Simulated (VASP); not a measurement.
HfN:

```
Hf N
1.0
     0.00000    2.25900    2.25900
     2.25900    0.00000    2.25900
     2.25900    2.25900    0.00000
Hf N
1 1
Direct
  0.50000 0.50000 0.50000
  0.00000 0.00000 0.00000
```

* Program: VASP 6.6.1
* Task: relaxation of cell and atoms
* Functional: PBEsol
* Potentials or basis: VASP PAW PBE potentials, release 64 (Hf_pv, N)
* Cutoff: 600 eV
* k mesh: 16 × 16 × 16
* Occupations: gaussian, width 0.1 eV
* Spin: no spin polarisation

At the start: pressure -5.3 GPa; volume 11.53 Å³/atom.

Question: How do energy, volume and symmetry change on relaxing?

Answer: Over 3 steps the energy falls by 3.6 meV/atom and the volume is 11.31 Å³/atom (-1.9 %); space group Fm-3m (No. 225, to 0.05 Å).

The path:
```tsv
step	energy change (eV)	largest force (eV/Å)	pressure (GPa)	volume (Å³)
1	0.0000	0.0000	-5.31	23.06
2	0.0216	0.0000	11.68	21.80
3	-0.0073	0.0000	-0.06	22.63
```

Final structure:
```
Hf N
1.0
     0.00000    2.24495    2.24495
     2.24495    0.00000    2.24495
     2.24495    2.24495    0.00000
Hf N
1 1
Direct
  0.50000 0.50000 0.50000
  0.00000 0.00000 0.00000
```

Caveat: the PAW data sets were made with another functional, which shifts forces and pressure a little.
